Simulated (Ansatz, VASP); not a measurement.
## Two plane-wave programs on LaTl

```xyz
2
Lattice="3.9724 0.0000 0.0000 0.0000 3.9724 0.0000 0.0000 0.0000 3.9724" Properties=species:S:1:pos:R:3 pbc="T T T"
La    0.0000    0.0000    0.0000
Tl    1.9862    1.9862    1.9862
```

Change from the starting cell: volume scaled by 1, PAW files.

Alike in both runs: task single point; functional LDA; k mesh 9 × 9 × 9; occupations fermi-dirac, width 0.05 eV; no spin polarisation.

|  | VASP | Ansatz |
| --- | --- | --- |
| version | VASP 6.6.1 | Ansatz 0.2.0 |
| potentials or method | VASP PAW LDA potentials, release 64 (La, Tl_d) | PAW with Ansatz's default frozen-core files, scalar-relativistic |
| plane-wave cutoff (eV) | 520 | 420 |
| valence electrons in the cell | 24 | 24 |

|  | VASP | Ansatz | Ansatz less VASP |
| --- | --- | --- | --- |
| pressure (GPa) | -3.6 | -3.6 | -0.03 |

LDA's correlation is that of Perdew and Zunger in VASP and of Perdew and Wang (1992) in Ansatz.

Neither program's run includes spin-orbit coupling.
